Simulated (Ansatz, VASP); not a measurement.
Nb2C3: VASP beside Ansatz

```
Nb C
1.0
     2.79188   -1.62369   -0.00046
     2.79188    1.62369   -0.00046
    -1.90802    0.00000    5.74332
Nb C
2 3
Direct
  0.43153 0.43153 0.72441
  0.56847 0.56847 0.27559
  0.00000 0.00000 0.50000
  0.50000 0.00000 0.00000
  0.00000 0.50000 0.00000
```

Change from the starting cell: the structure that the rattled cell fell into.

Alike in both runs: functional PBE; k mesh 14 × 14 × 8; occupations gaussian, width 0.1 eV; no spin polarisation.

Ansatz relaxed the structure, and its values are those at the end. VASP's run is a single point on that final structure, the one shown.

|  | VASP | Ansatz |
| --- | --- | --- |
| version | VASP 6.6.1 | Ansatz 0.2.0 |
| potentials or method | VASP PAW PBE potentials, release 64 (Nb_sv, C), cutoff 520 eV | scalar-relativistic, plane waves, PAW |
| valence electrons in the cell | 38 | 38 |

```csv
,VASP,Ansatz,Ansatz less VASP
gap on the k mesh at the Fermi level (eV),none,none,-
pressure (GPa),-0.4,0.0,+0.36
```

A gap of «none» marks a metal or a gap that the smearing closes.
